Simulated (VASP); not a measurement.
# Si15C (P1) in VASP: single point with PBEsol

Aim: the single point of Si15C with PBEsol.

Program: VASP 6.6.1. These are calculated values, not measurements. Logs are shortened: lines on timing, memory, paths and dates and some standing lists are left out, and cuts for length are marked.

## (1) The cell of the first run

The typed cell holds 64 atoms: a = 10.604 Å, b = 10.604 Å, c = 10.604 Å, α = 90.00°, β = 90.00°, γ = 90.00°.

## (2) Single point, PBEsol

Contents of INCAR:

```
SYSTEM = Si15C
PREC     = Accurate       ! precision mode
ENCUT    = 520            ! plane-wave cutoff, eV
EDIFF    = 1E-6           ! SCF threshold, eV
ISMEAR   = -1             ! smearing method
SIGMA    = 0.05           ! smearing width, eV
LREAL    = Auto         
LASPH    = .TRUE.         ! aspherical terms in the spheres
NELM     = 80             ! most SCF steps
ALGO     = Normal         ! electronic algorithm
ISIF     = 2              ! what is computed and relaxed
LWAVE    = .FALSE.        ! write WAVECAR
LCHARG   = .FALSE.        ! write CHGCAR
GGA      = PS             ! functional
NBANDS   = 166            ! bands
```

Contents of KPOINTS:

```
Automatic mesh
0
Gamma
  1 1 1
  0.5 0.5 0.5
```

Contents of POSCAR:

```
Si15C
1.0
   10.6044465729      0.0000000000      0.0000000000
    0.0000000000     10.6044465729      0.0000000000
    0.0000000000      0.0000000000     10.6044465729
Si C
60 4
Direct
    0.9927850000      0.0070080000      0.0012400000
    0.9930330000      0.0073140000      0.4988420000
    0.9897930000      0.4953730000      0.0035560000
    0.9888840000      0.4942680000      0.4976990000
    0.5053300000      0.9991270000      0.9932950000
    0.5058900000      0.9992560000      0.5069020000
    0.5133830000      0.4991730000      0.0016510000
    0.5132970000      0.4993980000      0.4991080000
    0.0983130000      0.1475870000      0.1427270000
    0.1225000000      0.1282300000      0.6244670000
    0.1231070000      0.6247390000      0.1210560000
    0.1197230000      0.6255040000      0.6214370000
    0.6246440000      0.1277650000      0.1207380000
    0.6443510000      0.1084360000      0.6399010000
    0.6475800000      0.6035210000      0.1428260000
    0.6437920000      0.6066270000      0.6427460000
    0.2421510000      0.2494660000      0.0082010000
    0.2437650000      0.2506900000      0.4925360000
    0.2513840000      0.7511200000      0.0000210000
    0.2493710000      0.7500220000      0.5000890000
    0.7556680000      0.2536280000      0.9972030000
    0.7548000000      0.2552580000      0.5029480000
    0.7487130000      0.7428400000      0.9953190000
    0.7520460000      0.7429080000      0.5052960000
    0.3772000000      0.3752380000      0.1225490000
    0.3789120000      0.3715840000      0.6175240000
    0.3789400000      0.8748860000      0.1243530000
    0.3776160000      0.8712730000      0.6266700000
    0.8755850000      0.3727690000      0.1519190000
    0.8572020000      0.3924230000      0.6432350000
    0.8742540000      0.8712540000      0.1221270000
    0.8581870000      0.8930660000      0.6370790000
    0.2431860000      0.0060750000      0.2505640000
    0.2494150000      0.0005800000      0.7505740000
    0.2437960000      0.4944890000      0.2500610000
    0.2523510000      0.4995770000      0.7498670000
    0.7549190000      0.0056900000      0.2501010000
    0.3803850000      0.1266410000      0.3779770000
    0.3735730000      0.1283740000      0.8787720000
    0.3751080000      0.6215740000      0.3779640000
    0.3831370000      0.6279690000      0.8788770000
    0.8901600000      0.1473610000      0.3613850000
    0.8573190000      0.1076970000      0.8592330000
    0.8594670000      0.6066110000      0.3598620000
    0.8574110000      0.6058480000      0.8600420000
    0.9879560000      0.2494260000      0.7503290000
    0.9942260000      0.7429800000      0.2499670000
    0.9886250000      0.7512010000      0.7506860000
    0.5059310000      0.2553940000      0.2503030000
    0.5103840000      0.2498040000      0.7503250000
    0.5072170000      0.7421240000      0.2505880000
    0.5130960000      0.7491460000      0.7497890000
    0.1026440000      0.3591080000      0.3600550000
    0.1204460000      0.3719120000      0.8773520000
    0.1184220000      0.8728780000      0.3776350000
    0.1216260000      0.8765350000      0.8788610000
    0.6445550000      0.3885170000      0.3596540000
    0.6449260000      0.3917750000      0.8596940000
    0.6277350000      0.8733580000      0.3785690000
    0.6428490000      0.8900510000      0.8586370000
    0.7506300000      0.9989790000      0.7493170000
    0.7587350000      0.4906560000      0.2516410000
    0.7505310000      0.4995790000      0.7511080000
    0.9905620000      0.2584500000      0.2517720000
```

Potentials or basis: VASP PAW PBE potentials, release 64 (Si, C).

The run is started by

```sh
cat potpaw_PBE.64/Si/POTCAR potpaw_PBE.64/C/POTCAR > POTCAR
mpirun -np 1 vasp_std > vasp.out
```

OUTCAR:

```text
SYSTEM = Si15C
   PREC = Accurate
   ENCUT = 520
   EDIFF = 1E-6
   ISMEAR = -1
   LREAL = Auto
   LASPH = .TRUE.
   NELM = 80
   ISIF = 2
   GGA = PS

 ion  position               nearest neighbor table
   1  0.993  0.007  0.001-  31 2.30  56 2.34  43 2.34   9 2.39
   2  0.993  0.007  0.499-  10 2.30  55 2.34  42 2.35  32 2.38
   3  0.990  0.495  0.004-  54 2.33  11 2.33  29 2.37  45 2.38
   4  0.989  0.494  0.498-  44 2.33  30 2.34  12 2.36  53 2.37
   5  0.505  0.999  0.993-  13 2.30  39 2.30  27 2.34  60 2.35
   6  0.506  0.999  0.507-  59 2.30  28 2.30  38 2.34  14 2.34
[... 56 lines left out ...]
  63  0.751  0.500  0.751-  30 1.97  58 1.97  45 1.97  16 1.97
  64  0.991  0.258  0.252-  53 1.97  42 1.97   9 2.01  29 2.02

  LATTYP: Found a simple cubic cell.
 ALAT       =    10.6044465729

  Lattice vectors:

 A1 = (  10.6044465729,   0.0000000000,   0.0000000000)
 A2 = (   0.0000000000,  10.6044465729,   0.0000000000)
 A3 = (   0.0000000000,   0.0000000000,  10.6044465729)

Analysis of symmetry for initial positions (statically):
=====================================================================
 Subroutine PRICEL returns:
 Original cell was already a primitive cell.

 Routine SETGRP: Setting up the symmetry group for a
 simple cubic supercell.

 Subroutine GETGRP returns: Found  1 space group operations
 (whereof  1 operations were pure point group operations)
 out of a pool of 48 trial point group operations.

The static configuration has the point symmetry C_1 .

Analysis of symmetry for dynamics (positions and initial velocities):
=====================================================================
 Subroutine PRICEL returns:
 Original cell was already a primitive cell.

 Routine SETGRP: Setting up the symmetry group for a
 simple cubic supercell.

 Subroutine GETGRP returns: Found  1 space group operations
 (whereof  1 operations were pure point group operations)
 out of a pool of 48 trial point group operations.

The dynamic configuration has the point symmetry C_1 .

 Subroutine INISYM returns: Found  1 space group operations
 (whereof  1 operations are pure point group operations),
 and found     1 'primitive' translations

----------------------------------------------------------------------------------------

                                     Primitive cell

  volume of cell :    1192.5155

  direct lattice vectors                    reciprocal lattice vectors
    10.604446573  0.000000000  0.000000000     0.094300065  0.000000000  0.000000000
     0.000000000 10.604446573  0.000000000     0.000000000  0.094300065  0.000000000
     0.000000000  0.000000000 10.604446573     0.000000000  0.000000000  0.094300065

  length of vectors
    10.604446573 10.604446573 10.604446573     0.094300065  0.094300065  0.094300065

  position of ions in fractional coordinates (direct lattice)
     0.992785000  0.007008000  0.001240000
     0.993033000  0.007314000  0.498842000
     0.989793000  0.495373000  0.003556000
     0.988884000  0.494268000  0.497699000
     0.505330000  0.999127000  0.993295000
     0.505890000  0.999256000  0.506902000
[... 56 lines left out ...]
     0.750531000  0.499579000  0.751108000
     0.990562000  0.258450000  0.251772000

  ion indices of the primitive-cell ions
   primitive index   ion index
                 1           1
                 2           2
                 3           3
                 4           4
                 5           5
                 6           6
[... 56 lines left out ...]
                63          63
                64          64

----------------------------------------------------------------------------------------

 KPOINTS: Automatic mesh

Automatic generation of k-mesh.
 Grid dimensions read from file:
 generate k-points for:    1    1    1

 Generating k-lattice:

  Cartesian coordinates                     Fractional coordinates (reciprocal lattice)
     0.094300065  0.000000000  0.000000000     1.000000000  0.000000000  0.000000000
     0.000000000  0.094300065  0.000000000     0.000000000  1.000000000  0.000000000
     0.000000000  0.000000000  0.094300065     0.000000000  0.000000000  1.000000000

  Length of vectors
     0.094300065  0.094300065  0.094300065

  Shift w.r.t. Gamma in fractional coordinates (k-lattice)
     0.500000000  0.500000000  0.500000000

 Subroutine IBZKPT returns following result:
 ===========================================

 Found      1 irreducible k-points:

 Following reciprocal coordinates:
            Coordinates               Weight
  0.500000  0.500000  0.500000      1.000000
   k-points           NKPTS =      1   k-points in BZ     NKDIM =      1   number of bands    NBANDS=    166
   number of dos      NEDOS =    301   number of ions     NIONS =     64
   total plane-waves  NPLWV = 512000
   dimension x,y,z NGX =    80 NGY =   80 NGZ =   80
   dimension x,y,z NGXF=   160 NGYF=  160 NGZF=  160
   ions per type =              60   4
   NGX,Y,Z   is equivalent  to a cutoff of  12.54, 12.54, 12.54 a.u.
   NGXF,Y,Z  is equivalent  to a cutoff of  25.08, 25.08, 25.08 a.u.
 SYSTEM =  Si15C
   PREC   = accura    normal or accurate (medium, high low for compatibility)
   ISTART =      0    job   : 0-new  1-cont  2-samecut
   ICHARG =      2    charge: 1-file 2-atom 10-const
   ISPIN  =      1    spin polarized calculation?
   LNONCOLLINEAR =      F non collinear calculations
   LSORBIT =      F    spin-orbit coupling
   LASPH  =      T    aspherical Exc in radial PAW
   ENCUT  =  520.0 eV  38.22 Ry    6.18 a.u.  19.72 19.72 19.72*2*pi/ulx,y,z
   NELM   =     80;   NELMIN=  2; NELMDL= -5     # of ELM steps
   EDIFF  = 0.1E-05   stopping-criterion for ELM
   LREAL  =      T    real-space projection
   EDIFFG = 0.1E-04   stopping-criterion for IOM
   NSW    =      0    number of steps for IOM
   IBRION =     -1    ionic relax: 0-MD 1-quasi-New 2-CG
   NFREE  =      0    steps in history (QN), initial steepest desc. (CG)
   ISIF   =      2    stress and relaxation
   ISYM   =      2    0-nonsym 1-usesym 2-fastsym
   POTIM  = 0.5000    time-step for ionic-motion
   TEBEG  =    0.0;   TEEND  =   0.0 temperature during run
   PSTRESS=    0.0 pullay stress
   NELECT =     256.0000    total number of electrons
   NUPDOWN=      -1.0000    fix difference up-down
   EMIN   =  10.00;   EMAX   =-10.00  energy-range for DOS
   EFERMI =   0.00;   METHOD = LEGACY
   ISMEAR =    -1;   SIGMA  =   0.05  broadening in eV -4-tet -1-fermi 0-gaus
   EFERMI_NEDOS =   21; number of points for ismear=-14 and -15
   IALGO  =     38    algorithm
   IMIX   =      4    mixing-type and parameters
     AMIX     =   0.40;   BMIX     =  1.00
     AMIX_MAG =   1.60;   BMIX_MAG =  1.00
  volume/ion in A,a.u.               =      18.63       125.74
  Fermi-wavevector in a.u.,A,eV,Ry     =   0.980242  1.852390 13.073500  0.960875
  Thomas-Fermi vector in A             =   2.111157
   LORBIT       =      0    0 simple, 1 ext, 2 COOP (PROOUT), +10 PAW based schemes
   GGA     = PS    functional components
   LHFCALC =     F    Hartree Fock is set to
   AEXX    =    0.0000 exact exchange contribution
   IVDW    =     0    specifies the selected vdW correction
   LEPSILON=     F    determine dielectric tensor
   LRPA    =     F    only Hartree local field effects (RPA)
 non-spin polarized calculation
  energy-cutoff  :      520.00
  volume of cell :     1192.52
 maximum number of plane-waves:     32200
 NGX is ok and might be reduce to    80
   NGX = 39   NGY = 39   NGZ = 39

 number of electron     256.0000001 magnetization

 Free energy of the ion-electron system (eV)
  ---------------------------------------------------
  ext. energy  EPLUGINS =         0.00000000
  ---------------------------------------------------
  free energy    TOTEN  =      -373.05801591 eV

  energy without entropy =     -373.05791325  energy(sigma->0) =     -373.05796458

 E-fermi :   6.3406     XC(G=0):  -9.7435

 val. band max:        5.8195076996   @ k =   0.5000   0.5000   0.5000
 cond. band min:       6.8503129379   @ k =   0.5000   0.5000   0.5000
 fundamental gap:      1.0308052383
 Fermi energy:         6.3405747689

 k-point     1 :       0.5000    0.5000    0.5000
  band No.  band energies     occupation
      1      -7.0071      2.00000
      2      -6.8926      2.00000
      3      -6.7912      2.00000
      4      -6.4385      2.00000
      5      -5.1472      2.00000
      6      -5.1314      2.00000
[... 132 lines left out ...]
    139       7.5478      0.00000
    140       7.5527      0.00000
 [bands above 140 left out]

------------------------ aborting loop because EDIFF is reached ----------------------------------------

  FORCE on cell =-STRESS in cart. coord.  units (eV):
  Direction    XX          YY          ZZ          XY          YZ          ZX
  --------------------------------------------------------------------------------------
  -------------------------------------------------------------------------------------
  Total       -0.0064152      1.2926717      1.4758030      0.5958638     -0.0400202      0.1020590
  in kB       -0.0086190      1.7367399      1.9827820      0.8005594     -0.0537682      0.1371191
  external PRESSURE =       1.2369676 kB  Pullay stress =       0.0000000 kB

 VOLUME and BASIS-vectors are now :
 -----------------------------------------------------------------------------
  energy-cutoff  :      520.00
  volume of cell :     1192.52
      direct lattice vectors                 reciprocal lattice vectors
    10.604446573  0.000000000  0.000000000     0.094300065  0.000000000  0.000000000
     0.000000000 10.604446573  0.000000000     0.000000000  0.094300065  0.000000000
     0.000000000  0.000000000 10.604446573     0.000000000  0.000000000  0.094300065

 POSITION                                       TOTAL-FORCE (eV/Angst)
 -----------------------------------------------------------------------------------
     10.52794      0.07432      0.01315         0.003748     -0.002676      0.003861
     10.53057      0.07756      5.28994         0.001016     -0.006740      0.001603
     10.49621      5.25316      0.03771        -0.001035      0.004976      0.004816
     10.48657      5.24144      5.27782         0.000500     -0.000188     -0.006021
      5.35874     10.59519     10.53334         0.005054      0.003670     -0.003171
      5.36468     10.59656      5.37542        -0.002536      0.003881     -0.004592
[... 56 lines left out ...]
      7.95897      5.29776      7.96508        -0.000687      0.000960     -0.004986
     10.50436      2.74072      2.66990        -0.002752     -0.001530     -0.006383
 -----------------------------------------------------------------------------------
    total drift:                                0.002175      0.022767      0.007399

  FREE ENERGIE OF THE ION-ELECTRON SYSTEM (eV)
  ---------------------------------------------------
  free  energy   TOTEN  =      -373.0580159084 eV

  energy  without entropy=     -373.0579132538  energy(sigma->0) =     -373.05796458
```

Run time: 5.3 min. Hardware: 1 thread of Intel Xeon Platinum 8259CL at 2.50GHz (Skylake/Cascade Lake), shared host; peak memory 0.98 GiB.

Results:

* Free energy: -373.0580 eV
* Pressure: 0.1 GPa
* Largest force: 0.019 eV/Å
* Band gap on the k mesh: 1.03 eV

Forces in eV/Å, atoms in the order of the input:
```
Si   0.004 -0.003  0.004
Si   0.001 -0.007  0.002
Si  -0.001  0.005  0.005
Si   0.001  0.000 -0.006
Si   0.005  0.004 -0.003
Si  -0.003  0.004 -0.005
Si  -0.003 -0.005  0.002
Si   0.004  0.000 -0.004
Si   0.006 -0.006 -0.011
Si   0.003  0.002  0.002
Si   0.002  0.004  0.000
Si  -0.001 -0.001 -0.003
Si  -0.004 -0.001  0.003
Si  -0.001 -0.001 -0.009
Si   0.000  0.006 -0.002
Si  -0.006  0.005 -0.003
Si   0.008 -0.002 -0.001
Si  -0.001 -0.004 -0.001
Si  -0.004 -0.005 -0.002
Si   0.003  0.005 -0.002
Si   0.003  0.003  0.001
Si  -0.002  0.001  0.000
Si   0.003  0.004 -0.007
Si   0.005 -0.006  0.000
Si  -0.002  0.001  0.000
Si   0.001 -0.003 -0.004
Si  -0.001  0.001 -0.006
Si  -0.003 -0.001  0.001
Si  -0.001 -0.001 -0.008
Si   0.000  0.000  0.003
Si  -0.003 -0.001  0.001
Si  -0.001 -0.005 -0.010
Si  -0.002  0.003  0.006
Si  -0.003  0.003 -0.006
Si   0.000 -0.004  0.001
Si  -0.001  0.001  0.004
Si   0.006  0.001  0.004
Si  -0.001  0.005  0.006
Si  -0.006  0.000  0.004
Si   0.001 -0.002  0.000
Si   0.003  0.004  0.006
Si  -0.006 -0.008  0.004
Si   0.005  0.001  0.004
Si   0.003  0.015  0.006
Si   0.001  0.002  0.006
Si   0.002 -0.003  0.000
Si  -0.004 -0.002  0.001
Si  -0.003  0.002  0.004
Si   0.003  0.002  0.002
Si   0.003 -0.003  0.004
Si  -0.001  0.001  0.005
Si   0.002 -0.003 -0.005
Si   0.013  0.010  0.011
Si   0.002 -0.005  0.000
Si  -0.005 -0.005  0.003
Si   0.002  0.002  0.003
Si  -0.006 -0.011  0.003
Si  -0.004  0.001  0.000
Si  -0.003 -0.002 -0.003
Si  -0.004 -0.008  0.012
C   -0.005  0.008 -0.001
C   -0.001  0.005 -0.007
C   -0.001  0.001 -0.005
C   -0.003 -0.002 -0.006
```

Caveat: the k points lie up to 0.59 Å⁻¹ apart; the PAW data sets were made with another functional, which shifts forces and pressure a little; a shifted mesh leaves out Γ, where band edges can lie. A k mesh can miss the band edges.
